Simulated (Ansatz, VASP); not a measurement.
**MgS in VASP and in Ansatz**

```xyz
4
Lattice="4.0488 0.0000 0.0000 -2.0244 3.5063 0.0000 0.0000 0.0000 6.4867" Properties=species:S:1:pos:R:3 pbc="T T T"
Mg    0.0000    2.3376   -0.0186
Mg    2.0244    1.1688    3.2247
S     0.0000    2.3376    2.4511
S     2.0244    1.1688    5.6945
```

Change from the starting cell: hydrostatic strain +0.5%.

Alike in both runs: task single point; functional HSE06; k mesh 6 × 6 × 4; no spin polarisation.

|  | VASP | Ansatz |
| --- | --- | --- |
| version | VASP 6.6.1 | Ansatz 0.2.0 |
| potentials or method | VASP PAW PBE potentials, release 64 (Mg, S) | plane waves, PAW |
| plane-wave cutoff (eV) | 520 | 420 |
| occupations | gaussian, width 0.01 eV | fixed |
| valence electrons in the cell | 16 | 32 |

```csv
,VASP,Ansatz,Ansatz less VASP
gap on the k mesh at the Fermi level (eV),4.44,4.45,+0.017
pressure (GPa),-1.0,-0.8,+0.17
```

VASP's potentials hold 16 valence electrons a cell and Ansatz's 32, so a difference there can come from the potentials and not from the codes. Ansatz's warnings: stress exchange threshold loose, stress scf threshold loose.
